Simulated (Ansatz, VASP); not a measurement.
# Mo in VASP and in Ansatz

```
Mo
1.0
     2.73990    0.00000    0.00000
    -1.36995    2.37282    0.00000
     0.00000    0.00000    9.80478
Mo
4
Direct
  0.33333 0.66667 0.37902
  0.66667 0.33333 0.87902
  0.66667 0.33333 0.62098
  0.33333 0.66667 0.12098
```

Alike in both runs: functional PBEsol; k mesh 9 × 9 × 2; occupations gaussian, width 0.1 eV; no spin polarisation.

Ansatz relaxed the structure, and its values are those at the end. VASP's run is a single point on that final structure, the one shown.

|  | VASP | Ansatz |
| --- | --- | --- |
| version | VASP 6.6.1 | Ansatz 0.2.0 |
| potentials or method | VASP PAW PBE potentials, release 64 (Mo_sv), cutoff 520 eV | scalar-relativistic, plane waves, PAW |
| valence electrons in the cell | 56 | 56 |

```tsv
	VASP	Ansatz	Ansatz less VASP
gap on the k mesh at the Fermi level (eV)	none	none	-
pressure (GPa)	0.5	0.0	-0.54
rms of the force components (eV/Å)	0.009	0.001	-0.0081
```

VASP's potentials were made for PBE, not for PBEsol. A gap of «none» marks a metal or a gap that the smearing closes. The functional is the same, so the differences come from potentials, cutoffs and numerics.
